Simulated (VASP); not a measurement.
# FeCo (Pm-3m) in VASP: notebook

The runs below take FeCo through single point, relaxation of cell and atoms, with LDA.

Program: VASP 6.6.1. These are calculated values, not measurements. Logs are shortened: lines on timing, memory, paths and dates and some standing lists are left out, and cuts for length are marked.

## (1) The cell of the first run

It takes space group Pm-3m (No. 221, cubic). Conventional cell: a = 2.764 Å, b = 2.764 Å, c = 2.764 Å, α = 90.00°, β = 90.00°, γ = 90.00°. Fe (site symmetry m-3m) has 8 Co at 2.39 Å and 6 Fe at 2.76 Å within 3.2 Å. Within 3.2 Å of Co (site symmetry m-3m) lie 8 Fe at 2.39 Å and 6 Co at 2.76 Å.

## (2) Single point, LDA, collinear spin, ferromagnetic start

File INCAR:

```
SYSTEM = FeCo
PREC = Accurate
ENCUT = 600
EDIFF = 1E-6
ISMEAR = 0
SIGMA = 0.1
LREAL = .FALSE.
LASPH = .TRUE.
NELM = 200
ALGO = Normal
ISIF = 2
LWAVE = .FALSE.
LCHARG = .FALSE.
ISPIN = 2
MAGMOM = 3.09 2.02
LORBIT = 11
LMAXMIX = 4
GGA = CA
NBANDS = 20
GGA_COMPAT = .FALSE.
```

File KPOINTS:

```
regular mesh
0
G
  14 14 14
  0 0 0
```

File POSCAR:

```
FeCo
1.0
    2.7644869136      0.0000000000      0.0000000000
    0.0000000000      2.7644869136      0.0000000000
    0.0000000000      0.0000000000      2.7644869136
Fe Co
1 1
Direct
    0.5000000000      0.5000000000      0.5000000000
    0.0000000000      0.0000000000      0.0000000000
```

Potentials or basis: VASP PAW LDA potentials, release 64 (Fe, Co).

Command:

```console
$ cat potpaw_LDA.64/Fe/POTCAR potpaw_LDA.64/Co/POTCAR > POTCAR
$ mpirun -np 1 vasp_std > vasp.out
```

OUTCAR:

```text
SYSTEM = FeCo
   PREC = Accurate
   ENCUT = 600
   EDIFF = 1E-6
   ISMEAR = 0
   LREAL = .FALSE.
   LASPH = .TRUE.
   NELM = 200
   ISIF = 2
   ISPIN = 2
   LORBIT = 11
   GGA = CA

 ion  position               nearest neighbor table
   1  0.500  0.500  0.500-   2 2.39   2 2.39   2 2.39   2 2.39   2 2.39   2 2.39   2 2.39   2 2.39

   2  0.000  0.000  0.000-   1 2.39   1 2.39   1 2.39   1 2.39   1 2.39   1 2.39   1 2.39   1 2.39

  LATTYP: Found a simple cubic cell.
 ALAT       =     2.7644869136

  Lattice vectors:

 A1 = (   2.7644869136,   0.0000000000,   0.0000000000)
 A2 = (   0.0000000000,   2.7644869136,   0.0000000000)
 A3 = (   0.0000000000,   0.0000000000,   2.7644869136)

Analysis of symmetry for initial positions (statically):
=====================================================================
 Subroutine PRICEL returns:
 Original cell was already a primitive cell.

 Routine SETGRP: Setting up the symmetry group for a
 simple cubic supercell.

 Subroutine GETGRP returns: Found 48 space group operations
 (whereof 48 operations were pure point group operations)
 out of a pool of 48 trial point group operations.

The static configuration has the point symmetry O_h .

Analysis of symmetry for dynamics (positions and initial velocities):
=====================================================================
 Subroutine PRICEL returns:
 Original cell was already a primitive cell.

 Routine SETGRP: Setting up the symmetry group for a
 simple cubic supercell.

 Subroutine GETGRP returns: Found 48 space group operations
 (whereof 48 operations were pure point group operations)
 out of a pool of 48 trial point group operations.

The dynamic configuration has the point symmetry O_h .

Analysis of structural, dynamic, and magnetic symmetry:
=====================================================================
 Subroutine PRICEL returns:
 Original cell was already a primitive cell.

 Routine SETGRP: Setting up the symmetry group for a
 simple cubic supercell.

 Subroutine GETGRP returns: Found 48 space group operations
 (whereof 48 operations were pure point group operations)
 out of a pool of 48 trial point group operations.

The overall configuration has the point symmetry O_h .

 Subroutine INISYM returns: Found 48 space group operations
 (whereof 48 operations are pure point group operations),
 and found     1 'primitive' translations

----------------------------------------------------------------------------------------

                                     Primitive cell

  volume of cell :      21.1273

  direct lattice vectors                    reciprocal lattice vectors
     2.764486914  0.000000000  0.000000000     0.361730777  0.000000000  0.000000000
     0.000000000  2.764486914  0.000000000     0.000000000  0.361730777  0.000000000
     0.000000000  0.000000000  2.764486914     0.000000000  0.000000000  0.361730777

  length of vectors
     2.764486914  2.764486914  2.764486914     0.361730777  0.361730777  0.361730777

  position of ions in fractional coordinates (direct lattice)
     0.500000000  0.500000000  0.500000000
     0.000000000  0.000000000  0.000000000

  ion indices of the primitive-cell ions
   primitive index   ion index
                 1           1
                 2           2

----------------------------------------------------------------------------------------

 KPOINTS: regular mesh

Automatic generation of k-mesh.
 Grid dimensions read from file:
 generate k-points for:   14   14   14

 Generating k-lattice:

  Cartesian coordinates                     Fractional coordinates (reciprocal lattice)
     0.025837913  0.000000000  0.000000000     0.071428571  0.000000000  0.000000000
     0.000000000  0.025837913  0.000000000     0.000000000  0.071428571  0.000000000
     0.000000000  0.000000000  0.025837913     0.000000000  0.000000000  0.071428571

  Length of vectors
     0.025837913  0.025837913  0.025837913

  Shift w.r.t. Gamma in fractional coordinates (k-lattice)
     0.000000000  0.000000000  0.000000000

 Subroutine IBZKPT returns following result:
 ===========================================

 Found    120 irreducible k-points:

 Following reciprocal coordinates:
            Coordinates               Weight
  0.000000  0.000000  0.000000      1.000000
  0.071429  0.000000  0.000000      6.000000
  0.142857  0.000000  0.000000      6.000000
  0.214286  0.000000  0.000000      6.000000
  0.285714  0.000000  0.000000      6.000000
  0.357143  0.000000  0.000000      6.000000
[... 16 lines left out ...]
  0.285714  0.214286  0.000000     24.000000
  0.357143  0.214286  0.000000     24.000000
 [... further k-points ...]
   k-points           NKPTS =    120   k-points in BZ     NKDIM =    120   number of bands    NBANDS=     20
   number of dos      NEDOS =    301   number of ions     NIONS =      2
   total plane-waves  NPLWV =  13824
   dimension x,y,z NGX =    24 NGY =   24 NGZ =   24
   dimension x,y,z NGXF=    48 NGYF=   48 NGZF=   48
   ions per type =               1   1
   NGX,Y,Z   is equivalent  to a cutoff of  14.43, 14.43, 14.43 a.u.
   NGXF,Y,Z  is equivalent  to a cutoff of  28.87, 28.87, 28.87 a.u.
 SYSTEM =  FeCo
   PREC   = accura    normal or accurate (medium, high low for compatibility)
   ISTART =      0    job   : 0-new  1-cont  2-samecut
   ICHARG =      2    charge: 1-file 2-atom 10-const
   ISPIN  =      2    spin polarized calculation?
   LNONCOLLINEAR =      F non collinear calculations
   LSORBIT =      F    spin-orbit coupling
   LASPH  =      T    aspherical Exc in radial PAW
   ENCUT  =  600.0 eV  44.10 Ry    6.64 a.u.   5.52  5.52  5.52*2*pi/ulx,y,z
   NELM   =    200;   NELMIN=  2; NELMDL= -5     # of ELM steps
   EDIFF  = 0.1E-05   stopping-criterion for ELM
   LREAL  =      F    real-space projection
[... 7 lines left out ...]
   TEBEG  =    0.0;   TEEND  =   0.0 temperature during run
   PSTRESS=    0.0 pullay stress
   NELECT =      17.0000    total number of electrons
   NUPDOWN=      -1.0000    fix difference up-down
   EMIN   =  10.00;   EMAX   =-10.00  energy-range for DOS
   EFERMI =   0.00;   METHOD = LEGACY
   ISMEAR =     0;   SIGMA  =   0.10  broadening in eV -4-tet -1-fermi 0-gaus
   EFERMI_NEDOS =   21; number of points for ismear=-14 and -15
   IALGO  =     38    algorithm
   IMIX   =      4    mixing-type and parameters
     AMIX     =   0.40;   BMIX     =  1.00
     AMIX_MAG =   1.60;   BMIX_MAG =  1.00
  volume/ion in A,a.u.               =      10.56        71.29
  Fermi-wavevector in a.u.,A,eV,Ry     =   1.522685  2.877457 31.546035  2.318568
  Thomas-Fermi vector in A             =   2.631230
   LORBIT       =     11    0 simple, 1 ext, 2 COOP (PROOUT), +10 PAW based schemes
   GGA     = CA    functional components
   LHFCALC =     F    Hartree Fock is set to
   AEXX    =    0.0000 exact exchange contribution
   IVDW    =     0    specifies the selected vdW correction
   LEPSILON=     F    determine dielectric tensor
   LRPA    =     F    only Hartree local field effects (RPA)
 spin polarized calculation
 Gauss-broadening in eV      SIGMA  =   0.10
  energy-cutoff  :      600.00
  volume of cell :       21.13
 maximum number of plane-waves:       739
 NGX is ok and might be reduce to    24
   NGX = 11   NGY = 11   NGZ = 11

 number of electron      17.0000001 magnetization       4.2625458

 Free energy of the ion-electron system (eV)
  ---------------------------------------------------
  ext. energy  EPLUGINS =         0.00000000
  ---------------------------------------------------
  free energy    TOTEN  =       -17.27634228 eV

  energy without entropy =      -17.26664339  energy(sigma->0) =      -17.27149283

 E-fermi :   8.8037     XC(G=0): -13.8564

 val. band max:        8.7982818646   @ k =   0.3571   0.1429   0.1429
 cond. band min:       8.8122831158   @ k =   0.5000   0.2143   0.0000
 fundamental gap:      0.0140012511
 Fermi energy:         8.8036851383

 spin component 1

 k-point     1 :       0.0000    0.0000    0.0000
  band No.  band energies     occupation
      1      -0.6637      1.00000
      2       3.1863      1.00000
      3       3.1863      1.00000
      4       5.7727      1.00000
      5       5.7727      1.00000
      6       5.7727      1.00000
[... 12 lines left out ...]
     19      34.1412      0.00000
     20      34.1412      0.00000

 k-point     2 :       0.0714    0.0000    0.0000
  band No.  band energies     occupation
      1      -0.5526      1.00000
      2       3.2343      1.00000
      3       3.2354      1.00000
      4       5.7717      1.00000
      5       5.7717      1.00000
      6       5.8030      1.00000
[... 12 lines left out ...]
     19      34.0546      0.00000
     20      34.0546      0.00000

 k-point     3 :       0.1429    0.0000    0.0000
  band No.  band energies     occupation
      1      -0.2245      1.00000
      2       3.3719      1.00000
      3       3.3761      1.00000
      4       5.7722      1.00000
      5       5.7722      1.00000
      6       5.8928      1.00000
[... 12 lines left out ...]
     19      33.6416      0.00000
     20      33.6416      0.00000

 k-point     4 :       0.2143    0.0000    0.0000
  band No.  band energies     occupation
      1       0.3044      1.00000
      2       3.5629      1.00000
      3       3.6060      1.00000
      4       5.7843      1.00000
      5       5.7843      1.00000
      6       6.0380      1.00000
[... 429 lines left out ...]
 k-point    23 :       0.2857    0.2143    0.0000
  band No.  band energies     occupation
      1       1.7485      1.00000
      2       3.8441      1.00000
      3       4.3903      1.00000
      4       5.2122      1.00000
      5       5.6404      1.00000
      6       6.1807      1.00000
[... 12 lines left out ...]
     19      32.1070      0.00000
     20      34.5915      0.00000

 k-point    24 :       0.3571    0.2143    0.0000
  band No.  band energies     occupation
      1       2.3766      1.00000
      2       3.8329      1.00000
      3       4.7236      1.00000
      4       5.1797      1.00000
      5       5.6385      1.00000
      6       5.8330      1.00000
[... 12 lines left out ...]
     19      32.8056      0.00000
     20      35.4321      0.00000

 [... further k-points ...]

 spin component 2

 k-point     1 :       0.0000    0.0000    0.0000
  band No.  band energies     occupation
      1      -0.2924      1.00000
      2       4.7178      1.00000
      3       4.7178      1.00000
      4       7.4920      1.00000
      5       7.4920      1.00000
      6       7.4920      1.00000
[... 12 lines left out ...]
     19      34.3164      0.00000
     20      34.3164      0.00000

 k-point     2 :       0.0714    0.0000    0.0000
  band No.  band energies     occupation
      1      -0.1807      1.00000
      2       4.7617      1.00000
      3       4.7715      1.00000
      4       7.4867      1.00000
      5       7.4867      1.00000
      6       7.5230      1.00000
[... 12 lines left out ...]
     19      34.2661      0.00000
     20      34.2661      0.00000

 k-point     3 :       0.1429    0.0000    0.0000
  band No.  band energies     occupation
      1       0.1498      1.00000
      2       4.8787      1.00000
      3       4.9304      1.00000
      4       7.4745      1.00000
      5       7.4745      1.00000
      6       7.6140      1.00000
[... 12 lines left out ...]
     19      33.9790      0.00000
     20      33.9790      0.00000

 k-point     4 :       0.2143    0.0000    0.0000
  band No.  band energies     occupation
      1       0.6849      1.00000
      2       5.0241      1.00000
      3       5.1883      1.00000
      4       7.4661      1.00000
      5       7.4661      1.00000
      6       7.7591      1.00000
[... 429 lines left out ...]
 k-point    23 :       0.2857    0.2143    0.0000
  band No.  band energies     occupation
      1       2.2050      1.00000
      2       5.3023      1.00000
      3       5.8797      1.00000
      4       6.8667      1.00000
      5       7.1830      1.00000
      6       7.7775      1.00000
[... 12 lines left out ...]
     19      32.7941      0.00000
     20      35.2555      0.00000

 k-point    24 :       0.3571    0.2143    0.0000
  band No.  band energies     occupation
      1       2.9254      1.00000
      2       5.1619      1.00000
      3       6.2170      1.00000
      4       6.8211      1.00000
      5       7.1364      1.00000
      6       7.4608      1.00000
[... 12 lines left out ...]
     19      33.3683      0.00000
     20      36.0774      0.00000

 [... further k-points ...]
[... 5 lines left out ...]
  --------------------------------------------------------------------------------------
  -------------------------------------------------------------------------------------
  Total       -0.1204838     -0.1204838     -0.1204838     -0.0000000     -0.0000000      0.0000000
  in kB       -9.1368341     -9.1368341     -9.1368341     -0.0000000     -0.0000000      0.0000000
  external PRESSURE =      -9.1368341 kB  Pullay stress =       0.0000000 kB

 VOLUME and BASIS-vectors are now :
 -----------------------------------------------------------------------------
  energy-cutoff  :      600.00
  volume of cell :       21.13
      direct lattice vectors                 reciprocal lattice vectors
     2.764486914  0.000000000  0.000000000     0.361730777  0.000000000  0.000000000
     0.000000000  2.764486914  0.000000000     0.000000000  0.361730777  0.000000000
     0.000000000  0.000000000  2.764486914     0.000000000  0.000000000  0.361730777

 POSITION                                       TOTAL-FORCE (eV/Angst)
 -----------------------------------------------------------------------------------
      1.38224      1.38224      1.38224         0.000000      0.000000      0.000000
      0.00000      0.00000      0.00000         0.000000      0.000000      0.000000
 -----------------------------------------------------------------------------------
    total drift:                                0.000000      0.000000     -0.000000

  FREE ENERGIE OF THE ION-ELECTRON SYSTEM (eV)
  ---------------------------------------------------
  free  energy   TOTEN  =       -17.2763422771 eV

  energy  without entropy=      -17.2666433853  energy(sigma->0) =      -17.27149283

 total charge

# of ion       s       p       d       tot
------------------------------------------
    1        0.505   0.590   6.263   7.358
    2        0.520   0.573   7.314   8.407
--------------------------------------------------
tot          1.025   1.163  13.577  15.764

 magnetization (x)

# of ion       s       p       d       tot
------------------------------------------
    1       -0.006  -0.028   2.566   2.532
    2       -0.005  -0.033   1.724   1.686
--------------------------------------------------
tot         -0.011  -0.061   4.290   4.218
```

Wall time 2.3 min (1 thread of Oxide Virtual Turin-like, shared host); peak memory 0.18 GiB.

Results:

```
Free energy                                           : -17.2763 eV
Pressure                                              : -0.9 GPa
Net moment                                            : 4.26 μB per cell
Site moments                                          : Fe +2.53; Co +1.69 μB
Valence electrons inside the program's atomic spheres : Fe 7.36; Co 8.41
```

Levels at points of the mesh, in eV from the Fermi level:
Spin up:
| k point | band 9 | band 10 | band 11 | band 12 | band 13 | band 14 |
| --- | --- | --- | --- | --- | --- | --- |
| (0.00, 0.00, 0.00) | -0.48 | -0.48 | -0.48 | 9.71 | 9.71 | 9.71 |
| (0.50, 0.00, 0.00) | -1.88 | -1.69 | -0.52 | -0.04 | 17.09 | 17.09 |
| (0.50, 0.50, 0.00) | -0.20 | -0.20 | -0.12 | -0.12 | 7.02 | 7.24 |
| (0.50, 0.50, 0.50) | -1.17 | -1.17 | 8.35 | 8.35 | 8.35 | 8.45 |
Spin down:
```tsv
k point	band 2	band 3	band 4	band 5	band 6	band 7	band 8	band 9	band 10	band 11
(0.00, 0.00, 0.00)	-4.09	-4.09	-1.31	-1.31	-1.31	0.62	0.62	1.66	1.66	1.66
(0.50, 0.00, 0.00)	-4.70	-2.10	-1.52	-1.20	-1.20	-0.42	-0.42	-0.37	0.64	1.16
(0.50, 0.50, 0.00)	-4.51	-2.58	-2.58	0.25	0.25	0.35	0.36	0.72	1.38	1.92
(0.50, 0.50, 0.50)	-2.80	-2.80	-2.46	-2.46	-2.46	0.40	0.40	1.43	1.43	9.25
```

[end of part 1 of 2]
